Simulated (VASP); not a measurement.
# CoO (Fm-3m) in VASP: single point with PBE

Aim: the single point of CoO with PBE.

All numbers are computed with VASP 6.6.1; they aren't measurements. Logs are shortened: lines on timing, memory, paths and dates and some standing lists are left out, and cuts for length are marked.

## 1. The cell of the first run

Symmetry: Fm-3m, No. 225, cubic system. The conventional cell has a = 4.260 Å, b = 4.260 Å, c = 4.260 Å, α = 90.00°, β = 90.00°, γ = 90.00°. Within 2.8 Å of Co (site symmetry m-3m) lie 6 O at 2.13 Å. O (site symmetry m-3m) has 6 Co at 2.13 Å within 2.8 Å.

## 2. Single point, PBE, collinear spin, ferromagnetic start

Input file INCAR:

```
SYSTEM = CoO
ALGO = Normal
EDIFF = 1E-6
ENCUT = 520
GGA = PE
ISIF = 2
ISMEAR = -1
ISPIN = 2
LASPH = .True.
LCHARG = .False.
LMAXMIX = 4
LORBIT = 11
LREAL = .False.
LWAVE = .False.
MAGMOM = 3 0
NBANDS = 18
NELM = 150
PREC = Accurate
SIGMA = 0.05
```

Input file KPOINTS:

```
k-points
0
Gamma
  4 4 4
  0 0 0
```

Input file POSCAR:

```
CoO
1.0
    0.0000000000      2.1300000000      2.1300000000
    2.1300000000      0.0000000000      2.1300000000
    2.1300000000      2.1300000000      0.0000000000
Co O
1 1
Direct
    0.0000000000      0.0000000000      0.0000000000
    0.5000000000      0.5000000000      0.5000000000
```

Potentials or basis: VASP PAW PBE potentials, release 64 (Co, O).

Command:

```bash
$ cat potpaw_PBE.64/Co/POTCAR potpaw_PBE.64/O/POTCAR > POTCAR
$ mpirun -np 1 vasp_std > vasp.out
```

OUTCAR:

```text
SYSTEM = CoO
   EDIFF = 1E-6
   ENCUT = 520
   GGA = PE
   ISIF = 2
   ISMEAR = -1
   ISPIN = 2
   LASPH = .True.
   LORBIT = 11
   LREAL = .False.
   NELM = 150
   PREC = Accurate

 ion  position               nearest neighbor table
   1  0.000  0.000  0.000-   2 2.13   2 2.13   2 2.13   2 2.13   2 2.13   2 2.13
   2  0.500  0.500  0.500-   1 2.13   1 2.13   1 2.13   1 2.13   1 2.13   1 2.13

  LATTYP: Found a face centered cubic cell.
 ALAT       =     4.2600000000

  Lattice vectors:

 A1 = (   0.0000000000,   2.1300000000,   2.1300000000)
 A2 = (   2.1300000000,   0.0000000000,   2.1300000000)
 A3 = (   2.1300000000,   2.1300000000,   0.0000000000)

Analysis of symmetry for initial positions (statically):
=====================================================================
 Subroutine PRICEL returns:
 Original cell was already a primitive cell.

 Routine SETGRP: Setting up the symmetry group for a
 face centered cubic supercell.

 Subroutine GETGRP returns: Found 48 space group operations
 (whereof 48 operations were pure point group operations)
 out of a pool of 48 trial point group operations.

The static configuration has the point symmetry O_h .

Analysis of symmetry for dynamics (positions and initial velocities):
=====================================================================
 Subroutine PRICEL returns:
 Original cell was already a primitive cell.

 Routine SETGRP: Setting up the symmetry group for a
 face centered cubic supercell.

 Subroutine GETGRP returns: Found 48 space group operations
 (whereof 48 operations were pure point group operations)
 out of a pool of 48 trial point group operations.

The dynamic configuration has the point symmetry O_h .

Analysis of structural, dynamic, and magnetic symmetry:
=====================================================================
 Subroutine PRICEL returns:
 Original cell was already a primitive cell.

 Routine SETGRP: Setting up the symmetry group for a
 face centered cubic supercell.

 Subroutine GETGRP returns: Found 48 space group operations
 (whereof 48 operations were pure point group operations)
 out of a pool of 48 trial point group operations.

The overall configuration has the point symmetry O_h .

 Subroutine INISYM returns: Found 48 space group operations
 (whereof 48 operations are pure point group operations),
 and found     1 'primitive' translations

----------------------------------------------------------------------------------------

                                     Primitive cell

  volume of cell :      19.3272

  direct lattice vectors                    reciprocal lattice vectors
     0.000000000  2.130000000  2.130000000    -0.234741784  0.234741784  0.234741784
     2.130000000  0.000000000  2.130000000     0.234741784 -0.234741784  0.234741784
     2.130000000  2.130000000  0.000000000     0.234741784  0.234741784 -0.234741784

  length of vectors
     3.012274888  3.012274888  3.012274888     0.406584697  0.406584697  0.406584697

  position of ions in fractional coordinates (direct lattice)
     0.000000000  0.000000000  0.000000000
     0.500000000  0.500000000  0.500000000

  ion indices of the primitive-cell ions
   primitive index   ion index
                 1           1
                 2           2

----------------------------------------------------------------------------------------

 KPOINTS: k-points

Automatic generation of k-mesh.
 Grid dimensions read from file:
 generate k-points for:    4    4    4

 Generating k-lattice:

  Cartesian coordinates                     Fractional coordinates (reciprocal lattice)
    -0.058685446  0.058685446  0.058685446     0.250000000  0.000000000  0.000000000
     0.058685446 -0.058685446  0.058685446     0.000000000  0.250000000  0.000000000
     0.058685446  0.058685446 -0.058685446     0.000000000  0.000000000  0.250000000

  Length of vectors
     0.101646174  0.101646174  0.101646174

  Shift w.r.t. Gamma in fractional coordinates (k-lattice)
     0.000000000  0.000000000  0.000000000

 Subroutine IBZKPT returns following result:
 ===========================================

 Found      8 irreducible k-points:

 Following reciprocal coordinates:
            Coordinates               Weight
  0.000000  0.000000  0.000000      1.000000
  0.250000  0.000000  0.000000      8.000000
  0.500000  0.000000  0.000000      4.000000
  0.250000  0.250000  0.000000      6.000000
  0.500000  0.250000  0.000000     24.000000
 -0.250000  0.250000  0.000000     12.000000
  0.500000  0.500000  0.000000      3.000000
 -0.250000  0.500000  0.250000      6.000000
   k-points           NKPTS =      8   k-points in BZ     NKDIM =      8   number of bands    NBANDS=     18
   number of dos      NEDOS =    301   number of ions     NIONS =      2
   total plane-waves  NPLWV =  13824
   dimension x,y,z NGX =    24 NGY =   24 NGZ =   24
   dimension x,y,z NGXF=    48 NGYF=   48 NGZF=   48
   ions per type =               1   1
   NGX,Y,Z   is equivalent  to a cutoff of  13.25, 13.25, 13.25 a.u.
   NGXF,Y,Z  is equivalent  to a cutoff of  26.49, 26.49, 26.49 a.u.
 SYSTEM =  CoO
   PREC   = accura    normal or accurate (medium, high low for compatibility)
   ISTART =      0    job   : 0-new  1-cont  2-samecut
   ICHARG =      2    charge: 1-file 2-atom 10-const
   ISPIN  =      2    spin polarized calculation?
   LNONCOLLINEAR =      F non collinear calculations
   LSORBIT =      F    spin-orbit coupling
   LASPH  =      T    aspherical Exc in radial PAW
   ENCUT  =  520.0 eV  38.22 Ry    6.18 a.u.   5.60  5.60  5.60*2*pi/ulx,y,z
   NELM   =    150;   NELMIN=  2; NELMDL= -5     # of ELM steps
   EDIFF  = 0.1E-05   stopping-criterion for ELM
   LREAL  =      F    real-space projection
   EDIFFG = 0.1E-04   stopping-criterion for IOM
   NSW    =      0    number of steps for IOM
   IBRION =     -1    ionic relax: 0-MD 1-quasi-New 2-CG
   NFREE  =      0    steps in history (QN), initial steepest desc. (CG)
   ISIF   =      2    stress and relaxation
   ISYM   =      2    0-nonsym 1-usesym 2-fastsym
   POTIM  = 0.5000    time-step for ionic-motion
   TEBEG  =    0.0;   TEEND  =   0.0 temperature during run
   PSTRESS=    0.0 pullay stress
   NELECT =      15.0000    total number of electrons
   NUPDOWN=      -1.0000    fix difference up-down
   EMIN   =  10.00;   EMAX   =-10.00  energy-range for DOS
   EFERMI =   0.00;   METHOD = LEGACY
   ISMEAR =    -1;   SIGMA  =   0.05  broadening in eV -4-tet -1-fermi 0-gaus
   EFERMI_NEDOS =   21; number of points for ismear=-14 and -15
   IALGO  =     38    algorithm
   IMIX   =      4    mixing-type and parameters
     AMIX     =   0.40;   BMIX     =  1.00
     AMIX_MAG =   1.60;   BMIX_MAG =  1.00
  volume/ion in A,a.u.               =       9.66        65.21
  Fermi-wavevector in a.u.,A,eV,Ry     =   1.504466  2.843028 30.795662  2.263417
  Thomas-Fermi vector in A             =   2.615442
   LORBIT       =     11    0 simple, 1 ext, 2 COOP (PROOUT), +10 PAW based schemes
   GGA     = PE    functional components
   LHFCALC =     F    Hartree Fock is set to
   AEXX    =    0.0000 exact exchange contribution
   IVDW    =     0    specifies the selected vdW correction
   LEPSILON=     F    determine dielectric tensor
   LRPA    =     F    only Hartree local field effects (RPA)
 spin polarized calculation
  energy-cutoff  :      520.00
  volume of cell :       19.33
 maximum number of plane-waves:       531
 NGX is ok and might be reduce to    24
   NGX = 11   NGY = 11   NGZ = 11

 number of electron      15.0000007 magnetization       2.3985988

 Free energy of the ion-electron system (eV)
  ---------------------------------------------------
  ext. energy  EPLUGINS =         0.00000000
  ---------------------------------------------------
  free energy    TOTEN  =       -13.07714105 eV

  energy without entropy =      -13.03656991  energy(sigma->0) =      -13.05685548

 E-fermi :   7.9191     XC(G=0): -12.4087

 val. band max:        7.8748546958   @ k =   0.5000   0.2500   0.0000
 cond. band min:       7.9540530873   @ k =   0.0000   0.0000   0.0000
 fundamental gap:      0.0791983915
 Fermi energy:         7.9191311159

 spin component 1

 k-point     1 :       0.0000    0.0000    0.0000
  band No.  band energies     occupation
      1     -12.3331      1.00000
      2       4.7302      1.00000
      3       4.7302      1.00000
      4       4.7302      1.00000
      5       4.9387      1.00000
      6       4.9388      1.00000
[... 10 lines left out ...]
     17      29.4540      0.00000
     18      32.8759      0.00000
[... 127 lines left out ...]
 k-point     8 :      -0.2500    0.5000    0.2500
  band No.  band energies     occupation
      1     -10.9898      1.00000
      2       1.7785      1.00000
      3       1.7785      1.00000
      4       1.9236      1.00000
      5       5.6667      1.00000
      6       5.9202      1.00000
[... 10 lines left out ...]
     17      37.8844      0.00000
     18      39.2119      0.00000
 Fermi energy:         7.9191311159

 spin component 2

 k-point     1 :       0.0000    0.0000    0.0000
  band No.  band energies     occupation
      1     -12.0586      1.00000
      2       5.0247      1.00000
      3       5.0247      1.00000
      4       5.0247      1.00000
      5       6.7841      1.00000
      6       6.7843      1.00000
[... 10 lines left out ...]
     17      30.2949      0.00000
     18      33.6276      0.00000
[... 127 lines left out ...]
 k-point     8 :      -0.2500    0.5000    0.2500
  band No.  band energies     occupation
      1     -10.6800      1.00000
      2       2.1276      1.00000
      3       2.1276      1.00000
      4       2.6917      1.00000
      5       7.4630      0.99989
      6       7.4633      0.99989
[... 10 lines left out ...]
     17      38.4489      0.00000
     18      39.2327      0.00000

------------------------ aborting loop because EDIFF is reached ----------------------------------------

  FORCE on cell =-STRESS in cart. coord.  units (eV):
  Direction    XX          YY          ZZ          XY          YZ          ZX
  --------------------------------------------------------------------------------------
  -------------------------------------------------------------------------------------
  Total       -0.8145674     -0.8145674     -0.8145674     -0.0000000      0.0000000      0.0000000
  in kB      -67.5256578    -67.5256578    -67.5256578     -0.0000000      0.0000000      0.0000000
  external PRESSURE =     -67.5256578 kB  Pullay stress =       0.0000000 kB

 VOLUME and BASIS-vectors are now :
 -----------------------------------------------------------------------------
  energy-cutoff  :      520.00
  volume of cell :       19.33
      direct lattice vectors                 reciprocal lattice vectors
     0.000000000  2.130000000  2.130000000    -0.234741784  0.234741784  0.234741784
     2.130000000  0.000000000  2.130000000     0.234741784 -0.234741784  0.234741784
     2.130000000  2.130000000  0.000000000     0.234741784  0.234741784 -0.234741784

 POSITION                                       TOTAL-FORCE (eV/Angst)
 -----------------------------------------------------------------------------------
      0.00000      0.00000      0.00000        -0.000000     -0.000000     -0.000000
      2.13000      2.13000      2.13000         0.000000      0.000000      0.000000
 -----------------------------------------------------------------------------------
    total drift:                                0.000000     -0.000000     -0.000000

  FREE ENERGIE OF THE ION-ELECTRON SYSTEM (eV)
  ---------------------------------------------------
  free  energy   TOTEN  =       -13.0771410467 eV

  energy  without entropy=      -13.0365699066  energy(sigma->0) =      -13.05685548

 total charge

# of ion       s       p       d       tot
------------------------------------------
    1        0.287   0.350   7.186   7.824
    2        1.558   3.403   0.000   4.962
--------------------------------------------------
tot          1.846   3.753   7.186  12.785

 magnetization (x)

# of ion       s       p       d       tot
------------------------------------------
    1        0.022   0.018   2.173   2.213
    2        0.025   0.122   0.000   0.148
--------------------------------------------------
tot          0.047   0.140   2.173   2.361
```

It took 6.7 s on 1 thread of AMD EPYC 9R45 (Zen 5), shared host; peak memory 0.11 GiB.

Results:

```
Free energy                                           : -13.0771 eV
Pressure                                              : -6.8 GPa
Net moment                                            : 2.40 μB per cell
Site moments                                          : Co +2.21; O +0.15 μB
Valence electrons inside the program's atomic spheres : Co 7.82; O 4.96
```

Caveat: the k points lie up to 0.64 Å⁻¹ apart; a cell with one magnetic atom can't hold antiferromagnetic order, which such compounds often take; semilocal functionals often make such compounds metallic where correlation or magnetic order opens a gap, which also shifts bond lengths. With open d or f shells a metallic result of PBE can be an artefact of self-interaction; +U or a hybrid may open a gap.
